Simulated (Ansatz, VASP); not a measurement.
# One calculation of Al3Cl, two programs

```xyz
4
Lattice="4.1881 0.0000 0.0000 -2.0941 3.6270 0.0000 0.0000 0.0000 5.9664" Properties=species:S:1:pos:R:3 pbc="T T T"
Al    2.0941    0.0000    0.0000
Al   -1.0470    1.8135    0.0000
Al    1.0470    1.8135    0.0000
Cl    0.0000    0.0000    2.9832
```

Alike in both runs: task relaxation of cell and atoms; functional PBE; k mesh 6 × 6 × 4; occupations gaussian, width 0.1 eV; no spin polarisation.

|  | VASP | Ansatz |
| --- | --- | --- |
| version | VASP 6.6.1 | Ansatz 0.2.0 |
| potentials or method | VASP PAW PBE potentials, release 64 (Al, Cl), cutoff 600 eV | scalar-relativistic, plane waves, PAW |
| valence electrons in the cell | 16 | 16 |

|  | VASP | Ansatz | Ansatz less VASP |
| --- | --- | --- | --- |
| gap on the k mesh at the Fermi level, each at its own relaxed structure (eV) | none | none | - |
| relaxed volume (Å³/atom) | 20.90 | 20.74 | -0.159 |
| relaxed cell length with the largest relative difference (Å) | 5.741 | 5.723 | -0.0183 |

A gap of «none» marks a metal or a gap that the smearing closes.
